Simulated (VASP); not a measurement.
Runs of VASP 6.6.1 on SiGe. It takes space group Pm-3m (No. 221, cubic). Conventional cell: a = 3.210 Å, b = 3.210 Å, c = 3.210 Å, α = 90.00°, β = 90.00°, γ = 90.00°. Within 3.7 Å of Ge (site symmetry m-3m) lie 8 Si at 2.78 Å and 6 Ge at 3.21 Å. Si (site symmetry m-3m) has 8 Ge at 2.78 Å and 6 Si at 3.21 Å within 3.7 Å. 

```csv
level,smearing,gap on the mesh (eV),pressure (GPa)
r2SCAN,gaussian 0.2 eV,none,2.2
r2SCAN+D4,fermi-dirac 0.02 eV,none,0.8
r2SCAN+D3(BJ),fermi-dirac 0.02 eV,none,0.3
r2SCAN,fermi-dirac 0.02 eV,none,(a)
```

Alike in all rows: task single point; potentials or basis VASP PAW PBE potentials, release 64 (Ge_d, Si); no spin polarisation; cell as given; k mesh 6 × 6 × 6; cutoff (eV) 520.

Q: Fill in the values left out.

A: (a) 2.1.

Caveats: the PAW data sets were made with another functional, which shifts forces and pressure a little; pairwise dispersion overbinds metals, which lowers pressure and volume (some runs).

A k mesh can miss the band edges, and the runs leave out spin-orbit coupling on Ge.

A gap of «none» marks levels without a gap at the run's occupations.
